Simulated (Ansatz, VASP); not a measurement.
## Two plane-wave programs on In4SbAs3

```
In Sb As
1.0
     4.47953    0.00000    0.00000
     0.00000    4.47953    0.00000
     0.00000    0.00000   12.46590
In Sb As
4 1 3
Direct
  0.50000 0.00000 0.87952
  0.00000 0.50000 0.12048
  0.50000 0.00000 0.36172
  0.00000 0.50000 0.63828
  0.50000 0.50000 0.50000
  0.00000 0.00000 0.24115
  0.00000 0.00000 0.75885
  0.50000 0.50000 0.00000
```

Alike in both runs: functional PBE; k mesh 4 × 4 × 2; occupations gaussian, width 0.1 eV; no spin polarisation.

Ansatz relaxed the structure, and its values are those at the end. VASP's run is a single point on that final structure, the one shown.

|  | VASP | Ansatz |
| --- | --- | --- |
| version | VASP 6.6.1 | Ansatz 0.2.0 |
| potentials or method | VASP PAW PBE potentials, release 64 (In_d, Sb, As), cutoff 520 eV | scalar-relativistic, plane waves, PAW |
| valence electrons in the cell | 72 | 112 |

```tsv
	VASP	Ansatz	Ansatz less VASP
gap on the k mesh at the Fermi level (eV)	none	none	-
pressure (GPa)	0.2	0.1	-0.02
rms of the force components (eV/Å)	0.004	0.004	-0.0002
```

A gap of «none» marks a metal or a gap that the smearing closes. With one functional, cell and mesh, what is left measures potentials, basis and numerics. VASP's potentials hold 72 valence electrons a cell and Ansatz's 112, so a difference there can come from the potentials and not from the codes.

Neither program's run includes spin-orbit coupling.
